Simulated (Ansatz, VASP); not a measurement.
One calculation of BaZnPF, two programs

File POSCAR:

```
BaZnPF
1.0
    4.1422632358      0.0000000000      0.0000000000
    0.0000000000      4.1422632358      0.0000000000
    0.0000000000      0.0000000000      9.4933706844
Ba Zn P F
2 2 2 2
Direct
    0.5000000000      0.0000000000      0.3311857407
    0.0000000000      0.5000000000      0.6688142593
    0.5000000000      0.5000000000      0.0000000000
    0.0000000000      0.0000000000      0.0000000000
    0.0000000000      0.5000000000      0.1468826657
    0.5000000000      0.0000000000      0.8531173343
    0.5000000000      0.5000000000      0.5000000000
    0.0000000000      0.0000000000      0.5000000000
```

Contents of INCAR.step1:

```
ALGO = Normal
EDIFF = 1E-4
ENCUT = 520
GGA = PE
ISMEAR = 0
LASPH = T
LCHARG = F
LREAL = F
LWAVE = T
NBANDS = 44
NELM = 60
PREC = Accurate
SIGMA = 0.01
```

The input INCAR.step2:

```
ALGO = Normal
EDIFF = 1E-6
ENCUT = 520
ISIF = 2
ISMEAR = 0
ISTART = 1
LASPH = T
LCHARG = F
LMIXTAU = T
LREAL = F
LWAVE = F
METAGGA = R2SCAN
NBANDS = 44
NELM = 60
PREC = Accurate
SIGMA = 0.01
```

KPOINTS

```
k-points
0
Gamma
  6 6 2
```

Input for Ansatz:

```yaml
crystal:
  lattice:
    - [4.1422632358, 0.0, 0.0]
    - [0.0, 4.1422632358, 0.0]
    - [0.0, 0.0, 9.4933706844]
  atoms:
    - { symbol: Ba, position: [0.5, 0.0, 0.3311857407] }
    - { symbol: Ba, position: [0.0, 0.5, 0.6688142593] }
    - { symbol: Zn, position: [0.5, 0.5, 0.0] }
    - { symbol: Zn, position: [0.0, 0.0, 0.0] }
    - { symbol: P, position: [0.0, 0.5, 0.1468826657] }
    - { symbol: P, position: [0.5, 0.0, 0.8531173343] }
    - { symbol: F, position: [0.5, 0.5, 0.5] }
    - { symbol: F, position: [0.0, 0.0, 0.5] }
kpoints:
  mp_grid: { grid: [6, 6, 2] }
hamiltonian:
  xc: r2scan
scf:
  occupations: { method: fixed }
  n_extra_bands: 6
output:
  forces: true
  stress: true
  eigenvalues: true
```

Alike in both runs: task single point; functional r2SCAN; k mesh 6 × 6 × 2; no spin polarisation.

|  | VASP | Ansatz |
| --- | --- | --- |
| version | VASP 6.6.1 | Ansatz 0.2.0 |
| potentials or method | VASP PAW PBE potentials, release 64 (Ba_sv, Zn, P, F) | plane waves, PAW |
| plane-wave cutoff (eV) | 520 | 500 |
| occupations | gaussian, width 0.01 eV | fixed |
| valence electrons in the cell | 68 | 68 |

|  | VASP | Ansatz | Ansatz less VASP |
| --- | --- | --- | --- |
| gap on the k mesh at the Fermi level (eV) | 0.74 | 0.72 | -0.015 |
| pressure (GPa) | 0.7 | 0.0 | -0.72 |
| rms of the force components (eV/Å) | 0.039 | 0.000 | -0.0390 |

VASP's potentials were made for PBE, not for r2SCAN. Atom by atom the forces differ by 0.039 eV/Å (rms over components).

Spin-orbit coupling is off throughout.
